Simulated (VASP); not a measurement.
# Na (Cmce) in VASP: relaxation of cell and atoms with PBE

Aim: the relaxation of cell and atoms of Na with PBE.

Program: VASP 6.6.1. These are calculated values, not measurements. Logs are shortened: lines on timing, memory, paths and dates and some standing lists are left out, and cuts for length are marked.

### 1 The cell of the first run

Symmetry: Cmce, No. 64, orthorhombic system. Conventional cell: a = 4.191 Å, b = 13.295 Å, c = 5.546 Å, α = 90.00°, β = 90.00°, γ = 90.00°. Na (site symmetry m) has 3 Na at 2.75 to 2.79 Å within 3.6 Å.

### 2 Relaxation of cell and atoms, PBE

File INCAR:

```
PREC     = Accurate       # precision mode
ENCUT    = 1130           # plane-wave cutoff, eV
EDIFF    = 1E-7           # SCF threshold, eV
ISMEAR   = 0              # smearing method
SIGMA    = 0.1            # smearing width, eV
LREAL    = False          # projectors in reciprocal space
LASPH    = True           # aspherical terms in the spheres
NELM     = 120            # most SCF steps
ALGO     = Normal         # electronic algorithm
ISIF     = 3              # what is computed and relaxed
LWAVE    = False          # write WAVECAR
LCHARG   = False          # write CHGCAR
GGA      = PE             # functional
IBRION   = 2              # ionic algorithm
NSW      = 90             # ionic steps
EDIFFG   = -0.04          # ionic threshold
GGA_COMPAT= False        
NELMIN   = 4
```

File KPOINTS:

```
regular mesh
0
Gamma
  4 4 4
```

File POSCAR:

```
Na
1.0
    2.0955641053     -6.6475598507      0.0000000000
    2.0955641053      6.6475598507      0.0000000000
    0.0000000000      0.0000000000      5.5459642183
Na
4
Direct
    0.0980000000      0.9020000000      0.9100000000
    0.5980000000      0.4020000000      0.5900000000
    0.9020000000      0.0980000000      0.0900000000
    0.4020000000      0.5980000000      0.4100000000
```

Potentials or basis: VASP PAW PBE potentials, release 64 (Na_sv).

Launch:

```bash
cat potpaw_PBE.64/Na_sv/POTCAR > POTCAR
mpirun -np 1 vasp_std > vasp.out
```

OUTCAR:

```text
PREC = Accurate
   ENCUT = 1130
   EDIFF = 1E-7
   ISMEAR = 0
   LREAL = False
   LASPH = True
   NELM = 120
   ISIF = 3
   GGA = PE
   IBRION = 2
   NSW = 90
   EDIFFG = -0.04
   NELMIN = 4

 ion  position               nearest neighbor table
   1  0.098  0.902  0.910-
   2  0.598  0.402  0.590-
   3  0.902  0.098  0.090-
   4  0.402  0.598  0.410-

  LATTYP: Found a base centered orthorhombic cell.
 ALAT       =     4.1911282106
 B/A-ratio  =     3.1722054381
 C/A-ratio  =     1.3232628399

  Lattice vectors:

 A1 = (   2.0955641053,  -6.6475598507,   0.0000000000)
 A2 = (   2.0955641053,   6.6475598507,   0.0000000000)
 A3 = (   0.0000000000,   0.0000000000,   5.5459642183)

Analysis of symmetry for initial positions (statically):
=====================================================================
 Subroutine PRICEL returns:
 Original cell was already a primitive cell.

 Routine SETGRP: Setting up the symmetry group for a
 base centered orthorhombic supercell.

 Subroutine GETGRP returns: Found  8 space group operations
 (whereof  4 operations were pure point group operations)
 out of a pool of  8 trial point group operations.

The static configuration has the point symmetry C_2h.
 The point group associated with its full space group is D_2h.

Analysis of symmetry for dynamics (positions and initial velocities):
=====================================================================
 Subroutine PRICEL returns:
 Original cell was already a primitive cell.

 Routine SETGRP: Setting up the symmetry group for a
 base centered orthorhombic supercell.

 Subroutine GETGRP returns: Found  8 space group operations
 (whereof  4 operations were pure point group operations)
 out of a pool of  8 trial point group operations.

The dynamic configuration has the point symmetry C_2h.
 The point group associated with its full space group is D_2h.

 Subroutine INISYM returns: Found  8 space group operations
 (whereof  4 operations are pure point group operations),
 and found     1 'primitive' translations

----------------------------------------------------------------------------------------

                                     Primitive cell

  volume of cell :     154.5149

  direct lattice vectors                    reciprocal lattice vectors
     2.095564105 -6.647559851  0.000000000     0.238599239 -0.075215570  0.000000000
     2.095564105  6.647559851  0.000000000     0.238599239  0.075215570  0.000000000
     0.000000000  0.000000000  5.545964218     0.000000000  0.000000000  0.180311297

  length of vectors
     6.970038801  6.970038801  5.545964218     0.250173897  0.250173897  0.180311297

  position of ions in fractional coordinates (direct lattice)
     0.098000000  0.902000000  0.910000000
     0.598000000  0.402000000  0.590000000
     0.902000000  0.098000000  0.090000000
     0.402000000  0.598000000  0.410000000

  ion indices of the primitive-cell ions
   primitive index   ion index
                 1           1
                 2           2
                 3           3
                 4           4

----------------------------------------------------------------------------------------

 KPOINTS: regular mesh

Automatic generation of k-mesh.
 Grid dimensions read from file:
 generate k-points for:    4    4    4

 Generating k-lattice:

  Cartesian coordinates                     Fractional coordinates (reciprocal lattice)
     0.059649810 -0.018803892  0.000000000     0.250000000  0.000000000  0.000000000
     0.059649810  0.018803892  0.000000000     0.000000000  0.250000000  0.000000000
     0.000000000  0.000000000  0.045077824     0.000000000  0.000000000  0.250000000

  Length of vectors
     0.062543474  0.062543474  0.045077824

  Shift w.r.t. Gamma in fractional coordinates (k-lattice)
     0.000000000  0.000000000  0.000000000

 Subroutine IBZKPT returns following result:
 ===========================================

 Found     21 irreducible k-points:

 Following reciprocal coordinates:
            Coordinates               Weight
  0.000000  0.000000  0.000000      1.000000
  0.250000  0.000000  0.000000      4.000000
  0.500000  0.000000  0.000000      2.000000
  0.250000  0.250000  0.000000      2.000000
  0.500000  0.250000  0.000000      4.000000
 -0.250000  0.250000  0.000000      2.000000
[... 13 lines left out ...]
 -0.250000  0.250000  0.500000      2.000000
  0.500000  0.500000  0.500000      1.000000
   k-points           NKPTS =     21   k-points in BZ     NKDIM =     21   number of bands    NBANDS=     22
   number of dos      NEDOS =    301   number of ions     NIONS =      4
   total plane-waves  NPLWV = 409600
   dimension x,y,z NGX =    80 NGY =   80 NGZ =   64
   dimension x,y,z NGXF=   160 NGYF=  160 NGZF=  128
   ions per type =               4
   NGX,Y,Z   is equivalent  to a cutoff of  19.08, 19.08, 19.18 a.u.
   NGXF,Y,Z  is equivalent  to a cutoff of  38.16, 38.16, 38.37 a.u.
 SYSTEM =  unknown system
   PREC   = accura    normal or accurate (medium, high low for compatibility)
   ISTART =      0    job   : 0-new  1-cont  2-samecut
   ICHARG =      2    charge: 1-file 2-atom 10-const
   ISPIN  =      1    spin polarized calculation?
   LNONCOLLINEAR =      F non collinear calculations
   LSORBIT =      F    spin-orbit coupling
   LASPH  =      T    aspherical Exc in radial PAW
   ENCUT  = 1130.0 eV  83.05 Ry    9.11 a.u.  19.10 19.10 15.20*2*pi/ulx,y,z
   NELM   =    120;   NELMIN=  4; NELMDL= -5     # of ELM steps
   EDIFF  = 0.1E-06   stopping-criterion for ELM
   LREAL  =      F    real-space projection
   EDIFFG = -.4E-01   stopping-criterion for IOM
   NSW    =     90    number of steps for IOM
   IBRION =      2    ionic relax: 0-MD 1-quasi-New 2-CG
   NFREE  =      1    steps in history (QN), initial steepest desc. (CG)
   ISIF   =      3    stress and relaxation
   ISYM   =      2    0-nonsym 1-usesym 2-fastsym
   POTIM  = 0.5000    time-step for ionic-motion
   TEBEG  =    0.0;   TEEND  =   0.0 temperature during run
   PSTRESS=    0.0 pullay stress
   NELECT =      36.0000    total number of electrons
   NUPDOWN=      -1.0000    fix difference up-down
   EMIN   =  10.00;   EMAX   =-10.00  energy-range for DOS
   EFERMI =   0.00;   METHOD = LEGACY
   ISMEAR =     0;   SIGMA  =   0.10  broadening in eV -4-tet -1-fermi 0-gaus
   EFERMI_NEDOS =   21; number of points for ismear=-14 and -15
   IALGO  =     38    algorithm
   IMIX   =      4    mixing-type and parameters
     AMIX     =   0.40;   BMIX     =  1.00
     AMIX_MAG =   1.60;   BMIX_MAG =  1.00
  volume/ion in A,a.u.               =      38.63       260.68
  Fermi-wavevector in a.u.,A,eV,Ry     =   1.007362  1.903638 13.806896  1.014778
  Thomas-Fermi vector in A             =   2.140162
   LORBIT       =      0    0 simple, 1 ext, 2 COOP (PROOUT), +10 PAW based schemes
   GGA     = PE    functional components
   LHFCALC =     F    Hartree Fock is set to
   AEXX    =    0.0000 exact exchange contribution
   IVDW    =     0    specifies the selected vdW correction
   LEPSILON=     F    determine dielectric tensor
   LRPA    =     F    only Hartree local field effects (RPA)
 conjugate gradient relaxation of ions
 non-spin polarized calculation
 Gauss-broadening in eV      SIGMA  =   0.10
  energy-cutoff  :     1130.00
  volume of cell :      154.51
 maximum number of plane-waves:     13352
 NGX is ok and might be reduce to    80
   NGX = 39   NGY = 39   NGZ = 31

--------------------------------------- Ionic step        1  -------------------------------------------

 number of electron      35.9999999 magnetization

 Free energy of the ion-electron system (eV)
  ---------------------------------------------------
  ext. energy  EPLUGINS =         0.00000000
  ---------------------------------------------------
  free energy    TOTEN  =        -3.59125444 eV

  energy without entropy =       -3.56697824  energy(sigma->0) =       -3.57911634

------------------------ aborting loop because EDIFF is reached ----------------------------------------

  FORCE on cell =-STRESS in cart. coord.  units (eV):
  Direction    XX          YY          ZZ          XY          YZ          ZX
  --------------------------------------------------------------------------------------
  -------------------------------------------------------------------------------------
  Total        2.7361523      0.8314396      1.8570141      0.0000000     -0.0000000      0.0000000
  in kB       28.3713880      8.6212656     19.2555320      0.0000000     -0.0000000      0.0000000
  external PRESSURE =      18.7493952 kB  Pullay stress =       0.0000000 kB
[... 95 lines left out ...]
  FREE ENERGIE OF THE ION-ELECTRON SYSTEM (eV)
  ---------------------------------------------------
  free  energy   TOTEN  =        -4.2176914576 eV

  energy  without entropy=       -4.1987274720  energy(sigma->0) =       -4.20820946

 E-fermi :  -0.0955     XC(G=0):  -5.7492

 val. band max:       -0.1462130874   @ k =   0.2500   0.0000   0.2500
 cond. band min:      -0.0673859303   @ k =   0.5000   0.2500   0.5000
 fundamental gap:      0.0788271571
 Fermi energy:        -0.0955082877

 k-point     1 :       0.0000    0.0000    0.0000
  band No.  band energies     occupation
      1     -53.5115      2.00000
      2     -53.5084      2.00000
      3     -53.5073      2.00000
      4     -53.5043      2.00000
      5     -25.4717      2.00000
      6     -25.4630      2.00000
[... 499 lines left out ...]
      6     -25.4667      2.00000
[... 14 lines left out ...]
     21       4.6476      0.00000
     22       4.6641      0.00000

[... ionic steps 4 to 14 ...]

--------------------------------------- Ionic step       15  -------------------------------------------

 number of electron      35.9999992 magnetization

------------------------ aborting loop because EDIFF is reached ----------------------------------------

  FORCE on cell =-STRESS in cart. coord.  units (eV):
  Direction    XX          YY          ZZ          XY          YZ          ZX
  --------------------------------------------------------------------------------------
  -------------------------------------------------------------------------------------
  Total       -0.1832573      0.0629841     -0.2398606      0.0000000      0.0000000      0.0000000
  in kB       -1.9538175      0.6715123     -2.5573007      0.0000000      0.0000000      0.0000000
  external PRESSURE =      -1.2798686 kB  Pullay stress =       0.0000000 kB
[... 61 lines left out ...]
  energy  without entropy=       -5.0499915689  energy(sigma->0) =       -5.05405237

--------------------------------------- Ionic step       17  -------------------------------------------

 number of electron      35.9999994 magnetization

 Free energy of the ion-electron system (eV)
  ---------------------------------------------------
  ext. energy  EPLUGINS =         0.00000000
  ---------------------------------------------------
  free energy    TOTEN  =        -5.06118467 eV

  energy without entropy =       -5.05425571  energy(sigma->0) =       -5.05772019

 E-fermi :   0.5859     XC(G=0):  -6.4578

 val. band max:        0.5048584733   @ k =  -0.2500   0.2500   0.5000
 cond. band min:       0.6487017544   @ k =   0.2500   0.2500   0.0000
 fundamental gap:      0.1438432811
 Fermi energy:         0.5859409677

 k-point     1 :       0.0000    0.0000    0.0000
  band No.  band energies     occupation
      1     -52.4391      2.00000
      2     -52.4367      2.00000
      3     -52.4363      2.00000
      4     -52.4341      2.00000
      5     -24.3909      2.00000
      6     -24.3822      2.00000
[... 545 lines left out ...]
  FREE ENERGIE OF THE ION-ELECTRON SYSTEM (eV)
  ---------------------------------------------------
  free  energy   TOTEN  =        -5.0611846671 eV

  energy  without entropy=       -5.0542557103  energy(sigma->0) =       -5.05772019

 reached required accuracy - stopping structural energy minimisation
```

Run time: 38 min. Hardware: 1 thread of Intel Xeon 6975P-C (Granite Rapids), shared host; peak memory 0.92 GiB.

What came out:

```yaml
Free_energy: -5.0612 eV
Relaxed_volume: 36.93 Å³/atom
Relaxed_cell: a = 6.616 Å, b = 6.616 Å, c = 6.011 Å, α = 90.00°, β = 90.00°, γ = 145.86°
Space_group_after_relaxing_to_0.1_Å: Fmmm (No. 69)
Energy_gained_by_relaxing: 367.5 meV/atom
Ionic_steps: 17
Pressure_after_relaxing: 0.0 GPa
Largest_force_after_relaxing: 0.029 eV/Å
Band_gap_on_the_k_mesh: zero (bands 18 and 19 overlap by 1.52 eV)
```

Forces on the atoms (eV/Å):
```
Na   0.000 -0.003  0.029
Na   0.000 -0.003 -0.029
Na   0.000  0.003 -0.029
Na   0.000  0.003  0.029
```

Stress tensor (GPa, compression positive):
```
 0.03  0.00  0.00
 0.00 -0.03  0.00
 0.00  0.00  0.08
```

The path:
| step | energy change (eV) | largest force (eV/Å) | pressure (GPa) | volume (Å³) |
| --- | --- | --- | --- | --- |
| 1 | 0.0000 | 0.9836 | 1.87 | 154.51 |
| 2 | -0.2759 | 0.8040 | 0.95 | 164.83 |
| 3 | -0.6264 | 0.4396 | -0.64 | 198.22 |
| 4 | -0.6339 | 0.4108 | -0.72 | 202.25 |
| 5 | -0.7439 | 0.4119 | -0.78 | 194.94 |
| 6 | -1.0640 | 0.3790 | -0.72 | 174.09 |
| 7 | -1.3872 | 0.1110 | 0.92 | 136.91 |
| 8 | -1.3902 | 0.1573 | 0.61 | 140.60 |
| 9 | -1.3906 | 0.1388 | 0.74 | 139.10 |
| 10 | -1.4434 | 0.0398 | 0.22 | 146.58 |
| 11 | -1.4439 | 0.0518 | 0.17 | 147.49 |
| 12 | -1.4511 | 0.0217 | -0.06 | 150.68 |
| 13 | -1.4519 | 0.0096 | -0.18 | 152.40 |
| 14 | -1.4580 | 0.0143 | -0.17 | 151.94 |
| 15 | -1.4668 | 0.0429 | -0.13 | 150.28 |
| 16 | -1.4669 | 0.0394 | -0.14 | 150.52 |
| 17 | -1.4699 | 0.0293 | 0.03 | 147.70 |

Final structure:
```yaml
crystal:
  lattice:
    - [1.94238, -6.32486, 0.00000]
    - [1.94238, 6.32486, 0.00000]
    - [0.00000, 0.00000, 6.01132]
  atoms:
    - { symbol: Na, position: [0.13242, 0.86758, 0.99692] }
    - { symbol: Na, position: [0.63242, 0.36758, 0.50308] }
    - { symbol: Na, position: [0.86758, 0.13242, 0.00308] }
    - { symbol: Na, position: [0.36758, 0.63242, 0.49692] }
```

Levels at points of the mesh, in eV from the Fermi level:
| k point | band 14 | band 15 | band 16 | band 17 | band 18 | band 19 | band 20 | band 21 | band 22 |
| --- | --- | --- | --- | --- | --- | --- | --- | --- | --- |
| (0.00, 0.00, 0.00) | -24.92 | -24.92 | -24.92 | -3.26 | 0.36 | 0.66 | 0.70 | 1.14 | 4.10 |
| (0.50, 0.00, 0.00) | -24.94 | -24.93 | -24.93 | -0.52 | -0.52 | 1.31 | 1.31 | 3.18 | 3.18 |
| (0.50, 0.50, 0.00) | -24.92 | -24.92 | -24.92 | -2.41 | -2.18 | 1.42 | 1.68 | 1.99 | 2.18 |
| (0.00, 0.00, 0.50) | -24.93 | -24.92 | -24.92 | -2.20 | -2.20 | 1.32 | 1.32 | 1.73 | 1.73 |
| (0.50, 0.00, 0.50) | -24.93 | -24.93 | -24.93 | 0.39 | 0.39 | 0.60 | 0.60 | 2.16 | 2.16 |
| (0.50, 0.50, 0.50) | -24.94 | -24.93 | -24.93 | -1.37 | -1.37 | -1.13 | -1.13 | 5.73 | 5.73 |

Caveat: the k points lie up to 0.42 Å⁻¹ apart in the final cell, too coarse for converged energies and pressures of a metal.

The gap in the log of VASP goes by the Fermi energy; the results here count the filled bands.